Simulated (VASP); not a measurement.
# AlN (R-3m) in VASP: a series of runs

The runs below take AlN through single point, with PBEsol.

Everything below comes from runs of VASP 6.6.1. Logs are shortened: lines on timing, memory, paths and dates and some standing lists are left out, and cuts for length are marked.

## Step 1: The cell of the first run

It takes space group R-3m (No. 166, trigonal). Conventional cell: a = 2.899 Å, b = 2.899 Å, c = 6.820 Å, α = 90.00°, β = 90.00°, γ = 120.00°. Within 2.7 Å of Al (site symmetry -3m) lie 6 N at 2.02 Å. Within 2.7 Å of N (site symmetry -3m) lie 6 Al at 2.02 Å.

## Step 2: Single point, PBEsol

File INCAR:

```
PREC = Accurate
ENCUT = 520
EDIFF = 1E-6
ISMEAR = 0
SIGMA = 0.05
LREAL = F
LASPH = T
NELM = 100
ALGO = Normal
ISIF = 2
LWAVE = F
LCHARG = F
GGA = PS
NBANDS = 11
```

File KPOINTS:

```
regular mesh
0
Gamma
  10 10 10
```

File POSCAR:

```
AlN
1.0
   -0.0538348711      1.9957160605      1.9957160605
    1.9957160605     -0.0538348711      1.9957160605
    1.9957160605      1.9957160605     -0.0538348711
Al N
1 1
Direct
    0.5000000000      0.5000000000      0.5000000000
    0.0000000000      0.0000000000      0.0000000000
```

Potentials or basis: VASP PAW PBE potentials, release 64 (Al, N).

Run with:

```console
cat potpaw_PBE.64/Al/POTCAR potpaw_PBE.64/N/POTCAR > POTCAR
mpirun -np 1 vasp_std > vasp.out
```

OUTCAR:

```text
PREC = Accurate
   ENCUT = 520
   EDIFF = 1E-6
   ISMEAR = 0
   LREAL = F
   LASPH = T
   NELM = 100
   ISIF = 2
   GGA = PS

 ion  position               nearest neighbor table
   1  0.500  0.500  0.500-   2 2.02   2 2.02   2 2.02   2 2.02   2 2.02   2 2.02
   2  0.000  0.000  0.000-   1 2.02   1 2.02   1 2.02   1 2.02   1 2.02   1 2.02

  LATTYP: Found a trigonal (rhomboedric) cell.
 ALAT       =     2.8228821055
 COS(alpha) =     0.4728527458

  Lattice vectors:

 A1 = (  -0.0538348711,   1.9957160605,   1.9957160605)
 A2 = (   1.9957160605,  -0.0538348711,   1.9957160605)
 A3 = (   1.9957160605,   1.9957160605,  -0.0538348711)

Analysis of symmetry for initial positions (statically):
=====================================================================
 Subroutine PRICEL returns:
 Original cell was already a primitive cell.

 Routine SETGRP: Setting up the symmetry group for a
 trigonal (rhombohedral) supercell.

 Subroutine GETGRP returns: Found 12 space group operations
 (whereof 12 operations were pure point group operations)
 out of a pool of 12 trial point group operations.

The static configuration has the point symmetry D_3d.

Analysis of symmetry for dynamics (positions and initial velocities):
=====================================================================
 Subroutine PRICEL returns:
 Original cell was already a primitive cell.

 Routine SETGRP: Setting up the symmetry group for a
 trigonal (rhombohedral) supercell.

 Subroutine GETGRP returns: Found 12 space group operations
 (whereof 12 operations were pure point group operations)
 out of a pool of 12 trial point group operations.

The dynamic configuration has the point symmetry D_3d.

 Subroutine INISYM returns: Found 12 space group operations
 (whereof 12 operations are pure point group operations),
 and found     1 'primitive' translations

----------------------------------------------------------------------------------------

                                     Primitive cell

  volume of cell :      16.5405

  direct lattice vectors                    reciprocal lattice vectors
    -0.053834871  1.995716060  1.995716060    -0.240620512  0.247291247  0.247291247
     1.995716060 -0.053834871  1.995716060     0.247291247 -0.240620512  0.247291247
     1.995716060  1.995716060 -0.053834871     0.247291247  0.247291247 -0.240620512

  length of vectors
     2.822882106  2.822882106  2.822882106     0.424504596  0.424504596  0.424504596

  position of ions in fractional coordinates (direct lattice)
     0.500000000  0.500000000  0.500000000
     0.000000000  0.000000000  0.000000000

  ion indices of the primitive-cell ions
   primitive index   ion index
                 1           1
                 2           2

----------------------------------------------------------------------------------------

 KPOINTS: regular mesh

Automatic generation of k-mesh.
 Grid dimensions read from file:
 generate k-points for:   10   10   10

 Generating k-lattice:

  Cartesian coordinates                     Fractional coordinates (reciprocal lattice)
    -0.024062051  0.024729125  0.024729125     0.100000000  0.000000000  0.000000000
     0.024729125 -0.024062051  0.024729125     0.000000000  0.100000000  0.000000000
     0.024729125  0.024729125 -0.024062051     0.000000000  0.000000000  0.100000000

  Length of vectors
     0.042450460  0.042450460  0.042450460

  Shift w.r.t. Gamma in fractional coordinates (k-lattice)
     0.000000000  0.000000000  0.000000000

 Subroutine IBZKPT returns following result:
 ===========================================

 Found    116 irreducible k-points:

 Following reciprocal coordinates:
            Coordinates               Weight
  0.000000  0.000000  0.000000      1.000000
  0.100000  0.000000  0.000000      6.000000
  0.200000  0.000000  0.000000      6.000000
  0.300000  0.000000  0.000000      6.000000
  0.400000  0.000000 -0.000000      6.000000
  0.500000  0.000000  0.000000      3.000000
[... 16 lines left out ...]
  0.300000  0.300000  0.000000      6.000000
  0.400000  0.300000  0.000000     12.000000
 [... further k-points ...]
   k-points           NKPTS =    116   k-points in BZ     NKDIM =    116   number of bands    NBANDS=     11
   number of dos      NEDOS =    301   number of ions     NIONS =      2
   total plane-waves  NPLWV =  13824
   dimension x,y,z NGX =    24 NGY =   24 NGZ =   24
   dimension x,y,z NGXF=    48 NGYF=   48 NGZF=   48
   ions per type =               1   1
   NGX,Y,Z   is equivalent  to a cutoff of  14.13, 14.13, 14.13 a.u.
   NGXF,Y,Z  is equivalent  to a cutoff of  28.27, 28.27, 28.27 a.u.
 SYSTEM =  unknown system
   PREC   = accura    normal or accurate (medium, high low for compatibility)
   ISTART =      0    job   : 0-new  1-cont  2-samecut
   ICHARG =      2    charge: 1-file 2-atom 10-const
   ISPIN  =      1    spin polarized calculation?
   LNONCOLLINEAR =      F non collinear calculations
   LSORBIT =      F    spin-orbit coupling
   LASPH  =      T    aspherical Exc in radial PAW
   ENCUT  =  520.0 eV  38.22 Ry    6.18 a.u.   5.25  5.25  5.25*2*pi/ulx,y,z
   NELM   =    100;   NELMIN=  2; NELMDL= -5     # of ELM steps
   EDIFF  = 0.1E-05   stopping-criterion for ELM
   LREAL  =      F    real-space projection
   EDIFFG = 0.1E-04   stopping-criterion for IOM
   NSW    =      0    number of steps for IOM
   IBRION =     -1    ionic relax: 0-MD 1-quasi-New 2-CG
   NFREE  =      0    steps in history (QN), initial steepest desc. (CG)
   ISIF   =      2    stress and relaxation
   ISYM   =      2    0-nonsym 1-usesym 2-fastsym
   POTIM  = 0.5000    time-step for ionic-motion
   TEBEG  =    0.0;   TEEND  =   0.0 temperature during run
   PSTRESS=    0.0 pullay stress
   NELECT =       8.0000    total number of electrons
   NUPDOWN=      -1.0000    fix difference up-down
   EMIN   =  10.00;   EMAX   =-10.00  energy-range for DOS
   EFERMI =   0.00;   METHOD = LEGACY
   ISMEAR =     0;   SIGMA  =   0.05  broadening in eV -4-tet -1-fermi 0-gaus
   EFERMI_NEDOS =   21; number of points for ismear=-14 and -15
   IALGO  =     38    algorithm
   IMIX   =      4    mixing-type and parameters
     AMIX     =   0.40;   BMIX     =  1.00
     AMIX_MAG =   1.60;   BMIX_MAG =  1.00
  volume/ion in A,a.u.               =       8.27        55.81
  Fermi-wavevector in a.u.,A,eV,Ry     =   1.285056  2.428403 22.468224  1.651368
  Thomas-Fermi vector in A             =   2.417213
   LORBIT       =      0    0 simple, 1 ext, 2 COOP (PROOUT), +10 PAW based schemes
   GGA     = PS    functional components
   LHFCALC =     F    Hartree Fock is set to
   AEXX    =    0.0000 exact exchange contribution
   IVDW    =     0    specifies the selected vdW correction
   LEPSILON=     F    determine dielectric tensor
   LRPA    =     F    only Hartree local field effects (RPA)
 non-spin polarized calculation
 Gauss-broadening in eV      SIGMA  =   0.05
  energy-cutoff  :      520.00
  volume of cell :       16.54
 maximum number of plane-waves:       465
 NGX is ok and might be reduce to    24

 number of electron       8.0000000 magnetization

 Free energy of the ion-electron system (eV)
  ---------------------------------------------------
  ext. energy  EPLUGINS =         0.00000000
  ---------------------------------------------------
  free energy    TOTEN  =       -15.41523758 eV

  energy without entropy =      -15.41523758  energy(sigma->0) =      -15.41523758

 E-fermi :  10.4500     XC(G=0): -12.4489

 val. band max:       10.2356709144   @ k =   0.0000   0.0000   0.0000
 cond. band min:      14.1915546971   @ k =   0.5000   0.5000  -0.0000
 fundamental gap:      3.9558837827
 Fermi energy:        10.4500339806

 k-point     1 :       0.0000    0.0000    0.0000
  band No.  band energies     occupation
      1      -7.6627      2.00000
      2       9.7025      2.00000
      3       9.7025      2.00000
      4      10.2357      2.00000
      5      15.4618      0.00000
      6      21.4887      0.00000
      7      21.4887      0.00000
      8      22.8355      0.00000
      9      26.8470      0.00000
     10      27.5863      0.00000
     11      27.5863      0.00000

 k-point     2 :       0.1000    0.0000    0.0000
  band No.  band energies     occupation
      1      -7.4603      2.00000
      2       8.7127      2.00000
      3       9.5908      2.00000
      4      10.0637      2.00000
      5      16.1092      0.00000
      6      20.7773      0.00000
      7      21.8216      0.00000
      8      22.9829      0.00000
      9      25.8811      0.00000
     10      26.1909      0.00000
     11      28.1391      0.00000

 k-point     3 :       0.2000    0.0000    0.0000
  band No.  band energies     occupation
      1      -6.8708      2.00000
      2       6.5627      2.00000
      3       9.3195      2.00000
      4       9.7458      2.00000
      5      16.8012      0.00000
      6      20.3633      0.00000
      7      22.2378      0.00000
      8      22.9494      0.00000
      9      24.9753      0.00000
     10      25.9124      0.00000
     11      27.4933      0.00000

 k-point     4 :       0.3000    0.0000    0.0000
  band No.  band energies     occupation
      1      -5.9661      2.00000
      2       4.2311      2.00000
      3       9.0191      2.00000
      4       9.4050      2.00000
      5      16.5668      0.00000
      6      21.3271      0.00000
      7      21.6493      0.00000
      8      22.1619      0.00000
      9      26.2206      0.00000
     10      26.6041      0.00000
     11      27.6047      0.00000

 k-point     5 :       0.4000    0.0000   -0.0000
  band No.  band energies     occupation
      1      -4.9573      2.00000
      2       2.2767      2.00000
      3       8.7985      2.00000
      4       9.1554      2.00000
      5      16.1901      0.00000
      6      20.9933      0.00000
      7      21.5213      0.00000
      8      22.4776      0.00000
      9      26.1059      0.00000
     10      28.3324      0.00000
     11      29.7697      0.00000
[... 211 lines left out ...]
 k-point    21 :      -0.3000    0.2000    0.0000
  band No.  band energies     occupation
      1      -4.7633      2.00000
      2       3.4154      2.00000
      3       6.1246      2.00000
      4       8.9343      2.00000
      5      18.2967      0.00000
      6      19.7149      0.00000
      7      21.1486      0.00000
      8      22.5398      0.00000
      9      26.9982      0.00000
     10      28.6090      0.00000
     11      30.7292      0.00000

 k-point    22 :      -0.2000    0.2000    0.0000
  band No.  band energies     occupation
      1      -5.6893      2.00000
      2       4.8397      2.00000
      3       6.8203      2.00000
      4       9.3604      2.00000
      5      18.6465      0.00000
      6      19.7576      0.00000
      7      20.7077      0.00000
      8      22.7148      0.00000
      9      25.1480      0.00000
     10      28.4900      0.00000
     11      30.4944      0.00000

 k-point    23 :       0.3000    0.3000    0.0000
  band No.  band energies     occupation
      1      -5.3872      2.00000
      2       5.0445      2.00000
      3       7.5818      2.00000
      4       8.1062      2.00000
      5      16.1411      0.00000
      6      16.9906      0.00000
      7      21.4779      0.00000
      8      25.2019      0.00000
      9      25.6684      0.00000
     10      30.3324      0.00000
     11      33.6946      0.00000

 k-point    24 :       0.4000    0.3000    0.0000
  band No.  band energies     occupation
      1      -4.6243      2.00000
      2       3.9687      2.00000
      3       6.8484      2.00000
      4       7.8534      2.00000
      5      16.1845      0.00000
      6      16.4172      0.00000
      7      21.9135      0.00000
      8      25.6211      0.00000
      9      25.9604      0.00000
     10      31.6575      0.00000
     11      34.4082      0.00000

 [... further k-points ...]
[... 5 lines left out ...]
  --------------------------------------------------------------------------------------
  -------------------------------------------------------------------------------------
  Total        0.0169896      0.0169896      0.0169896      0.8239021      0.8239021      0.8239021
  in kB        1.6456761      1.6456761      1.6456761     79.8063549     79.8063549     79.8063549
  external PRESSURE =       1.6456761 kB  Pullay stress =       0.0000000 kB

 VOLUME and BASIS-vectors are now :
 -----------------------------------------------------------------------------
  energy-cutoff  :      520.00
  volume of cell :       16.54
      direct lattice vectors                 reciprocal lattice vectors
    -0.053834871  1.995716060  1.995716060    -0.240620512  0.247291247  0.247291247
     1.995716060 -0.053834871  1.995716060     0.247291247 -0.240620512  0.247291247
     1.995716060  1.995716060 -0.053834871     0.247291247  0.247291247 -0.240620512

 POSITION                                       TOTAL-FORCE (eV/Angst)
 -----------------------------------------------------------------------------------
      1.96880      1.96880      1.96880        -0.000000      0.000000      0.000000
      0.00000      0.00000      0.00000         0.000000     -0.000000     -0.000000
 -----------------------------------------------------------------------------------
    total drift:                                0.000000     -0.000000     -0.000000

  FREE ENERGIE OF THE ION-ELECTRON SYSTEM (eV)
  ---------------------------------------------------
  free  energy   TOTEN  =       -15.4152375815 eV

  energy  without entropy=      -15.4152375815  energy(sigma->0) =      -15.41523758
```

Wall time 15 s (1 thread of Intel Xeon 6975P-C, shared host); peak memory 0.15 GiB.

Results:

```yaml
Free_energy: -15.4152 eV
Pressure: 0.2 GPa
Band_gap_on_the_k_mesh: 3.96 eV, indirect (least direct gap 5.23 eV)
```

Caveat: the PAW data sets were made with another functional, which shifts forces and pressure a little. A hybrid or GW would open this gap; PBEsol tends to underestimate it.

## Step 3: Single point, PBEsol

This run uses another cell than the first one, of the same volume but with other edges.

File INCAR:

```
SYSTEM = AlN
  PREC = Accurate
  ENCUT = 520
  EDIFF = 1E-6
  ISMEAR = 0
  SIGMA = 0.05
  LREAL = .FALSE.
  LASPH = .TRUE.
  NELM = 80
  ALGO = Normal
  ISIF = 2
  LWAVE = .FALSE.
  LCHARG = .FALSE.
  GGA = PS
  NBANDS = 11
```

File KPOINTS:

```
Automatic mesh
0
G
  10 10 10
  0 0 0
```

File POSCAR:

```
AlN
1.0
    0.0545400163      2.0499064675      2.0499064675
    2.0499064675      0.0545400163      2.0499064675
    2.0499064675      2.0499064675      0.0545400163
Al N
1 1
Direct
    0.5000000000      0.5000000000      0.5000000000
    0.0000000000      0.0000000000      0.0000000000
```

Potentials or basis: VASP PAW PBE potentials, release 64 (Al, N).

Run with:

```console
cat potpaw_PBE.64/Al/POTCAR potpaw_PBE.64/N/POTCAR > POTCAR
mpirun -np 1 vasp_std > vasp.out
```

It took 18 s on 1 thread of Intel Xeon 6975P-C, shared host; peak memory 0.15 GiB.

The run converged. Its results:

```yaml
Free_energy: -15.4132 eV
Pressure: 0.2 GPa
Band_gap_on_the_k_mesh: 4.11 eV, indirect (least direct gap 5.36 eV)
```

Stress tensor (GPa, compression positive):
```
 0.18 -8.72 -8.72
-8.72  0.18 -8.72
-8.72 -8.72  0.18
```

Levels at points of the mesh, in eV from the valence-band top:
```
           k point  band 2  band 3  band 4  band 5  band 6  band 7
(0.00, 0.00, 0.00)   -0.59    0.00    0.00    5.36   11.13   12.23
(0.50, 0.00, 0.00)   -8.46   -1.56   -1.19    5.60   10.33   10.73
(0.50, 0.50, 0.00)   -7.64   -3.29   -2.73    4.11    5.18   13.64
(0.50, 0.50, 0.50)   -8.85   -1.00   -1.00    6.39   11.33   11.33
```

Caveat: the PAW data sets were made with another functional, which shifts forces and pressure a little.

## Step 4: Single point, PBEsol

This run uses another cell than the first one, of 8.71 Å³/atom, 1.053 times its volume.

File INCAR:

```
PREC = Accurate
ENCUT = 520
EDIFF = 1E-6
ISMEAR = 0
SIGMA = 0.05
LREAL = F
LASPH = T
NELM = 100
ALGO = Normal
ISIF = 2
LWAVE = F
LCHARG = T
GGA = PS
LELF = T
LVHAR = T
NBANDS = 11
```

File KPOINTS:

```
regular mesh
0
Gamma
  10 10 10
```

File POSCAR:

```
AlN
1.0
   -0.0547747125      2.0305569810      2.0305569810
    2.0305569810     -0.0547747125      2.0305569810
    2.0305569810      2.0305569810     -0.0547747125
Al N
1 1
Direct
    0.5000000000      0.5000000000      0.5000000000
    0.0000000000      0.0000000000      0.0000000000
```

Run with:

```console
cat potpaw_PBE.64/Al/POTCAR potpaw_PBE.64/N/POTCAR > POTCAR
mpirun -np 1 vasp_std > vasp.out
```

It took 25 s on 1 thread of Intel Xeon 6975P-C, shared host; peak memory 0.14 GiB.

It converged, with:

* Free energy: -15.3814 eV
* Pressure: -12.2 GPa
* Band gap on the k mesh: 3.58 eV, indirect (least direct gap 4.52 eV)

Stress tensor (GPa, compression positive):
```
-12.17   7.43   7.43
  7.43 -12.17   7.43
  7.43   7.43 -12.17
```

Levels at points of the mesh, in eV from the valence-band top:
| k point | band 2 | band 3 | band 4 | band 5 | band 6 | band 7 |
| --- | --- | --- | --- | --- | --- | --- |
| (0.00, 0.00, 0.00) | -0.51 | -0.51 | 0.00 | 4.52 | 11.12 | 11.12 |
| (0.50, 0.00, 0.00) | -8.47 | -1.41 | -1.08 | 5.50 | 10.13 | 10.64 |
| (0.50, 0.50, 0.00) | -7.44 | -3.30 | -2.75 | 3.58 | 5.03 | 12.90 |
| (0.50, 0.50, 0.50) | -8.09 | -1.60 | -1.60 | 4.86 | 9.55 | 9.55 |

Caveat: the PAW data sets were made with another functional, which shifts forces and pressure a little.

## Step 5: Single point, PBEsol

This run uses another cell than the first one, of 8.71 Å³/atom, 1.053 times its volume.

File INCAR:

```
ALGO = Normal
EDIFF = 1E-6
ENCUT = 520
GGA = PS
ISIF = 2
ISMEAR = 0
LASPH = True
LCHARG = False
LREAL = False
LWAVE = False
NBANDS = 11
NELM = 80
PREC = Accurate
SIGMA = 0.05
```

File KPOINTS:

```
k-points
0
Gamma
  10 10 10
```

File POSCAR:

```
AlN
1.0
    0.0554921680      2.0856934363      2.0856934363
    2.0856934363      0.0554921680      2.0856934363
    2.0856934363      2.0856934363      0.0554921680
Al N
1 1
Direct
    0.5000000000      0.5000000000      0.5000000000
    0.0000000000      0.0000000000      0.0000000000
```

Run with:

```console
cat potpaw_PBE.64/Al/POTCAR potpaw_PBE.64/N/POTCAR > POTCAR
mpirun -np 1 vasp_std > vasp.out
```

It took 24 s on 1 thread of Intel Xeon 6975P-C, shared host; peak memory 0.14 GiB.

It converged, with:

* Free energy: -15.3794 eV
* Pressure: -12.2 GPa
* Band gap on the k mesh: 3.73 eV, indirect (least direct gap 4.65 eV)

Stress tensor (GPa, compression positive):
```
-12.16  -8.10  -8.10
 -8.10 -12.16  -8.10
 -8.10  -8.10 -12.16
```

Levels at points of the mesh, in eV from the valence-band top:
```csv
k point,band 1,band 2,band 3,band 4,band 5,band 6,band 7,band 8,band 9
"(0.00, 0.00, 0.00)",-17.27,-0.57,0.00,0.00,4.65,10.99,12.06,12.06,16.39
"(0.50, 0.00, 0.00)",-14.11,-8.13,-1.44,-1.09,5.30,9.95,10.32,12.34,15.05
"(0.50, 0.50, 0.00)",-13.24,-7.29,-3.14,-2.60,3.73,5.18,13.03,16.13,16.25
"(0.50, 0.50, 0.50)",-14.37,-8.51,-0.91,-0.91,6.05,10.90,10.90,11.91,15.64
```

Caveat: the PAW data sets were made with another functional, which shifts forces and pressure a little.

## Step 6: Summary

```tsv
cell	gap on the mesh (eV)	pressure (GPa)
a = 2.823 Å, angles 61.8°, 2 atoms	3.96	0.2
a = 2.900 Å, angles 58.2°, 2 atoms	4.11	0.2
a = 2.872 Å, angles 61.8°, 2 atoms	3.58	-12.2
a = 2.950 Å, angles 58.2°, 2 atoms	3.73	-12.2
```

Alike in all rows: task single point; level PBEsol; potentials or basis VASP PAW PBE potentials, release 64 (Al, N); no spin polarisation; k mesh 10 × 10 × 10; cutoff (eV) 520; smearing gaussian 0.05 eV.

Caveats: the PAW data sets were made with another functional, which shifts forces and pressure a little.

Absolute energies hang on the potentials; compare differences alone.
